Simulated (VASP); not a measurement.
# Na (Im-3m) in VASP: notebook

Na is run at these levels: PBE; tasks: single point.

Everything below comes from runs of VASP 6.6.1. Logs are shortened: lines on timing, memory, paths and dates and some standing lists are left out, and cuts for length are marked.

## (1) The cell of the first run

Symmetry: Im-3m, No. 229, cubic system. Conventional cell: a = 4.197 Å, b = 4.197 Å, c = 4.197 Å, α = 90.00°, β = 90.00°, γ = 90.00°. Within 4.8 Å of Na (site symmetry m-3m) lie 14 Na at 3.63 to 4.20 Å.

## (2) Single point, PBE

The input, INCAR:

```
PREC = Accurate
ENCUT = 520
EDIFF = 1E-6
ISMEAR = -1
SIGMA = 0.01
LREAL = F
LASPH = T
NELM = 60
ALGO = Normal
ISIF = 2
LWAVE = F
LCHARG = T
GGA = PE
LELF = T
LVHAR = T
NBANDS = 10
```

The input, KPOINTS:

```
regular mesh
0
Gamma
  11 11 11
```

The input, POSCAR:

```
Na
1.0
   -2.0985562613      2.0985562613      2.0985562613
    2.0985562613     -2.0985562613      2.0985562613
    2.0985562613      2.0985562613     -2.0985562613
Na
1
Direct
    0.0000000000      0.0000000000      0.0000000000
```

Potentials or basis: VASP PAW PBE potentials, release 64 (Na_pv).

On the command line:

```console
$ cat potpaw_PBE.64/Na_pv/POTCAR > POTCAR
$ mpirun -np 1 vasp_std > vasp.out
```

OUTCAR:

```text
PREC = Accurate
   ENCUT = 520
   EDIFF = 1E-6
   ISMEAR = -1
   LREAL = F
   LASPH = T
   NELM = 60
   ISIF = 2
   GGA = PE

 ion  position               nearest neighbor table
   1  0.000  0.000  0.000-

  LATTYP: Found a body centered cubic cell.
 ALAT       =     4.1971125226

  Lattice vectors:

 A1 = (  -2.0985562613,   2.0985562613,   2.0985562613)
 A2 = (   2.0985562613,  -2.0985562613,   2.0985562613)
 A3 = (   2.0985562613,   2.0985562613,  -2.0985562613)

Analysis of symmetry for initial positions (statically):
=====================================================================
 Subroutine PRICEL returns:
 Original cell was already a primitive cell.

 Routine SETGRP: Setting up the symmetry group for a
 body centered cubic supercell.

 Subroutine GETGRP returns: Found 48 space group operations
 (whereof 48 operations were pure point group operations)
 out of a pool of 48 trial point group operations.

The static configuration has the point symmetry O_h .

Analysis of symmetry for dynamics (positions and initial velocities):
=====================================================================
 Subroutine PRICEL returns:
 Original cell was already a primitive cell.

 Routine SETGRP: Setting up the symmetry group for a
 body centered cubic supercell.

 Subroutine GETGRP returns: Found 48 space group operations
 (whereof 48 operations were pure point group operations)
 out of a pool of 48 trial point group operations.

The dynamic configuration has the point symmetry O_h .

 Subroutine INISYM returns: Found 48 space group operations
 (whereof 48 operations are pure point group operations),
 and found     1 'primitive' translations

----------------------------------------------------------------------------------------

                                     Primitive cell

  volume of cell :      36.9676

  direct lattice vectors                    reciprocal lattice vectors
    -2.098556261  2.098556261  2.098556261     0.000000000  0.238259040  0.238259040
     2.098556261 -2.098556261  2.098556261     0.238259040  0.000000000  0.238259040
     2.098556261  2.098556261 -2.098556261     0.238259040  0.238259040  0.000000000

  length of vectors
     3.634806067  3.634806067  3.634806067     0.336949166  0.336949166  0.336949166

  position of ions in fractional coordinates (direct lattice)
     0.000000000  0.000000000  0.000000000

  ion indices of the primitive-cell ions
   primitive index   ion index
                 1           1

----------------------------------------------------------------------------------------

 KPOINTS: regular mesh

Automatic generation of k-mesh.
 Grid dimensions read from file:
 generate k-points for:   11   11   11

 Generating k-lattice:

  Cartesian coordinates                     Fractional coordinates (reciprocal lattice)
     0.000000000  0.021659913  0.021659913     0.090909091  0.000000000  0.000000000
     0.021659913  0.000000000  0.021659913     0.000000000  0.090909091  0.000000000
     0.021659913  0.021659913  0.000000000     0.000000000  0.000000000  0.090909091

  Length of vectors
     0.030631742  0.030631742  0.030631742

  Shift w.r.t. Gamma in fractional coordinates (k-lattice)
     0.000000000  0.000000000  0.000000000

 Subroutine IBZKPT returns following result:
 ===========================================

 Found     56 irreducible k-points:

 Following reciprocal coordinates:
            Coordinates               Weight
  0.000000  0.000000  0.000000      1.000000
  0.090909  0.000000  0.000000     12.000000
  0.181818  0.000000  0.000000     12.000000
  0.272727  0.000000  0.000000     12.000000
  0.363636  0.000000  0.000000     12.000000
  0.454545  0.000000  0.000000     12.000000
[... 16 lines left out ...]
  0.272727  0.181818  0.090909     48.000000
  0.363636  0.181818  0.090909     24.000000
 [... further k-points ...]
   k-points           NKPTS =     56   k-points in BZ     NKDIM =     56   number of bands    NBANDS=     10
   number of dos      NEDOS =    301   number of ions     NIONS =      1
   total plane-waves  NPLWV =  21952
   dimension x,y,z NGX =    28 NGY =   28 NGZ =   28
   dimension x,y,z NGXF=    56 NGYF=   56 NGZF=   56
   ions per type =               1
   NGX,Y,Z   is equivalent  to a cutoff of  12.81, 12.81, 12.81 a.u.
   NGXF,Y,Z  is equivalent  to a cutoff of  25.61, 25.61, 25.61 a.u.
 SYSTEM =  unknown system
   PREC   = accura    normal or accurate (medium, high low for compatibility)
   ISTART =      0    job   : 0-new  1-cont  2-samecut
   ICHARG =      2    charge: 1-file 2-atom 10-const
   ISPIN  =      1    spin polarized calculation?
   LNONCOLLINEAR =      F non collinear calculations
   LSORBIT =      F    spin-orbit coupling
   LASPH  =      T    aspherical Exc in radial PAW
   ENCUT  =  520.0 eV  38.22 Ry    6.18 a.u.   6.76  6.76  6.76*2*pi/ulx,y,z
   NELM   =     60;   NELMIN=  2; NELMDL= -5     # of ELM steps
   EDIFF  = 0.1E-05   stopping-criterion for ELM
   LREAL  =      F    real-space projection
   EDIFFG = 0.1E-04   stopping-criterion for IOM
   NSW    =      0    number of steps for IOM
   IBRION =     -1    ionic relax: 0-MD 1-quasi-New 2-CG
   NFREE  =      0    steps in history (QN), initial steepest desc. (CG)
   ISIF   =      2    stress and relaxation
   ISYM   =      2    0-nonsym 1-usesym 2-fastsym
   POTIM  = 0.5000    time-step for ionic-motion
   TEBEG  =    0.0;   TEEND  =   0.0 temperature during run
   PSTRESS=    0.0 pullay stress
   NELECT =       7.0000    total number of electrons
   NUPDOWN=      -1.0000    fix difference up-down
   EMIN   =  10.00;   EMAX   =-10.00  energy-range for DOS
   EFERMI =   0.00;   METHOD = LEGACY
   ISMEAR =    -1;   SIGMA  =   0.01  broadening in eV -4-tet -1-fermi 0-gaus
   EFERMI_NEDOS =   21; number of points for ismear=-14 and -15
   IALGO  =     38    algorithm
   IMIX   =      4    mixing-type and parameters
     AMIX     =   0.40;   BMIX     =  1.00
     AMIX_MAG =   1.60;   BMIX_MAG =  1.00
  volume/ion in A,a.u.               =      36.97       249.47
  Fermi-wavevector in a.u.,A,eV,Ry     =   0.940085  1.776502 12.024270  0.883759
  Thomas-Fermi vector in A             =   2.067461
   LORBIT       =      0    0 simple, 1 ext, 2 COOP (PROOUT), +10 PAW based schemes
   GGA     = PE    functional components
   LHFCALC =     F    Hartree Fock is set to
   AEXX    =    0.0000 exact exchange contribution
   IVDW    =     0    specifies the selected vdW correction
   LEPSILON=     F    determine dielectric tensor
   LRPA    =     F    only Hartree local field effects (RPA)
 non-spin polarized calculation
  energy-cutoff  :      520.00
  volume of cell :       36.97
 maximum number of plane-waves:      1008
   NGX = 13   NGY = 13   NGZ = 13

 number of electron       7.0000004 magnetization

 Free energy of the ion-electron system (eV)
  ---------------------------------------------------
  ext. energy  EPLUGINS =         0.00000000
  ---------------------------------------------------
  free energy    TOTEN  =        -1.31371483 eV

  energy without entropy =       -1.31335599  energy(sigma->0) =       -1.31353541

 E-fermi :   0.3204     XC(G=0):  -6.5096

 val. band max:        0.3064493218   @ k =  -0.3636   0.4545   0.0909
 cond. band min:       0.4425645871   @ k =   0.1818   0.1818   0.1818
 fundamental gap:      0.1361152653
 Fermi energy:         0.3204429438

 k-point     1 :       0.0000    0.0000    0.0000
  band No.  band energies     occupation
      1     -24.5623      2.00000
      2     -24.5623      2.00000
      3     -24.5623      2.00000
      4      -2.9470      2.00000
      5      12.0874      0.00000
      6      12.0875      0.00000
      7      12.0875      0.00000
      8      13.0897      0.00000
      9      13.0897      0.00000
     10      13.6475      0.00000

 k-point     2 :       0.0909    0.0000    0.0000
  band No.  band energies     occupation
      1     -24.5652      2.00000
      2     -24.5633      2.00000
      3     -24.5623      2.00000
      4      -2.8011      2.00000
      5      10.3863      0.00000
      6      11.2727      0.00000
      7      11.5742      0.00000
      8      12.1228      0.00000
      9      12.4988      0.00000
     10      13.9881      0.00000

 k-point     3 :       0.1818    0.0000    0.0000
  band No.  band energies     occupation
      1     -24.5729      2.00000
      2     -24.5659      2.00000
      3     -24.5623      2.00000
      4      -2.3658      2.00000
      5       8.0233      0.00000
      6      10.2327      0.00000
      7      10.8045      0.00000
      8      11.1353      0.00000
      9      12.0493      0.00000
     10      14.2331      0.00000

 k-point     4 :       0.2727    0.0000    0.0000
  band No.  band energies     occupation
      1     -24.5829      2.00000
      2     -24.5693      2.00000
      3     -24.5623      2.00000
      4      -1.6485      2.00000
      5       5.8345      0.00000
      6       9.4168      0.00000
      7      10.1779      0.00000
      8      10.3892      0.00000
      9      11.4756      0.00000
     10      14.8615      0.00000

 k-point     5 :       0.3636    0.0000    0.0000
  band No.  band energies     occupation
      1     -24.5921      2.00000
      2     -24.5724      2.00000
      3     -24.5623      2.00000
      4      -0.6607      2.00000
      5       3.8654      0.00000
      6       8.8661      0.00000
      7       9.7528      0.00000
      8       9.8926      0.00000
      9      11.0014      0.00000
     10      15.5889      0.00000

 k-point     6 :       0.4545    0.0000    0.0000
  band No.  band energies     occupation
      1     -24.5975      2.00000
      2     -24.5743      2.00000
      3     -24.5622      2.00000
      4       0.5704      0.00000
      5       2.1442      0.00000
      6       8.5895      0.00000
      7       9.5393      0.00000
      8       9.6448      0.00000
      9      10.7428      0.00000
     10      16.3559      0.00000
[... 183 lines left out ...]
 k-point    21 :      -0.0909    0.0909    0.0909
  band No.  band energies     occupation
      1     -24.5660      2.00000
      2     -24.5643      2.00000
      3     -24.5643      2.00000
      4      -2.6556      2.00000
      5      10.2372      0.00000
      6      10.2373      0.00000
      7      10.5475      0.00000
      8      11.9648      0.00000
      9      12.3663      0.00000
     10      14.1092      0.00000

 k-point    22 :       0.1818    0.1818    0.0909
  band No.  band energies     occupation
      1     -24.5899      2.00000
      2     -24.5712      2.00000
      3     -24.5668      2.00000
      4      -0.5213      2.00000
      5       5.1016      0.00000
      6       5.6945      0.00000
      7       7.3965      0.00000
      8      13.8411      0.00000
      9      14.4145      0.00000
     10      15.6918      0.00000

 k-point    23 :       0.2727    0.1818    0.0909
  band No.  band energies     occupation
      1     -24.5916      2.00000
      2     -24.5759      2.00000
      3     -24.5676      2.00000
      4       0.5776      0.00000
      5       3.5391      0.00000
      6       5.0931      0.00000
      7       6.9329      0.00000
      8      13.7653      0.00000
      9      14.9215      0.00000
     10      15.7518      0.00000

 k-point    24 :       0.3636    0.1818    0.0909
  band No.  band energies     occupation
      1     -24.5916      2.00000
      2     -24.5784      2.00000
      3     -24.5678      2.00000
      4       1.7084      0.00000
      5       2.1963      0.00000
      6       4.9416      0.00000
      7       6.7852      0.00000
      8      13.6747      0.00000
      9      15.0521      0.00000
     10      16.1758      0.00000

 [... further k-points ...]

------------------------ aborting loop because EDIFF is reached ----------------------------------------

  FORCE on cell =-STRESS in cart. coord.  units (eV):
  Direction    XX          YY          ZZ          XY          YZ          ZX
  --------------------------------------------------------------------------------------
  -------------------------------------------------------------------------------------
  Total       -0.0087027     -0.0087027     -0.0087027      0.0000000      0.0000000     -0.0000000
  in kB       -0.3771731     -0.3771731     -0.3771731      0.0000000      0.0000000     -0.0000000
  external PRESSURE =      -0.3771731 kB  Pullay stress =       0.0000000 kB

 VOLUME and BASIS-vectors are now :
 -----------------------------------------------------------------------------
  energy-cutoff  :      520.00
  volume of cell :       36.97
      direct lattice vectors                 reciprocal lattice vectors
    -2.098556261  2.098556261  2.098556261     0.000000000  0.238259040  0.238259040
     2.098556261 -2.098556261  2.098556261     0.238259040  0.000000000  0.238259040
     2.098556261  2.098556261 -2.098556261     0.238259040  0.238259040  0.000000000

 POSITION                                       TOTAL-FORCE (eV/Angst)
 -----------------------------------------------------------------------------------
      0.00000      0.00000      0.00000        -0.000000      0.000000     -0.000000
 -----------------------------------------------------------------------------------
    total drift:                               -0.000000     -0.000000     -0.000000

  FREE ENERGIE OF THE ION-ELECTRON SYSTEM (eV)
  ---------------------------------------------------
  free  energy   TOTEN  =        -1.3137148338 eV

  energy  without entropy=       -1.3133559950  energy(sigma->0) =       -1.31353541
```

It took 21 s on 1 thread of Intel Xeon 8259CL, shared host; peak memory 0.15 GiB.

What came out:

```
Free energy            : -1.3137 eV
Pressure               : 0.0 GPa
Band gap on the k mesh : zero (an odd number of electrons rules out a gap without spin polarisation)
```

Levels at points of the mesh, in eV from the Fermi level:
```
           k point  band 1  band 2  band 3  band 4  band 5  band 6  band 7  band 8
(0.00, 0.00, 0.00)  -24.88  -24.88  -24.88   -3.27   11.77   11.77   11.77   12.77
```

[end of part 1 of 2]
